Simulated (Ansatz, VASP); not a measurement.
Two plane-wave programs on Mg2Sn

```
Mg Sn
1.0
     0.00000    3.33590    3.33590
     3.33590    0.00000    3.33590
     3.33590    3.33590    0.00000
Mg Sn
2 1
Direct
  0.25000 0.25000 0.25000
  0.75000 0.75000 0.75000
  0.00000 0.00000 0.00000
```

Alike in both runs: task single point; functional PBE; k mesh 12 × 12 × 12; occupations gaussian, width 0.1 eV; no spin polarisation.

```csv
,VASP,Ansatz
version,VASP 6.6.1,Ansatz 0.2.0
potentials or method,"VASP PAW PBE potentials, release 64 (Mg, Sn_d), cutoff 600 eV","scalar-relativistic, plane waves, PAW"
valence electrons in the cell,18,34
```

VASP gave:

| Property | Result |
| --- | --- |
| gap on the k mesh at the Fermi level (eV) | none |
| pressure (GPa) | 2.9 |

Which values does Ansatz return?

gap on the k mesh at the Fermi level (eV): none; pressure (GPa): 3.0.

A gap of «none» marks a metal or a gap that the smearing closes. VASP's potentials hold 18 valence electrons a cell and Ansatz's 34, so a difference there can come from the potentials and not from the codes.
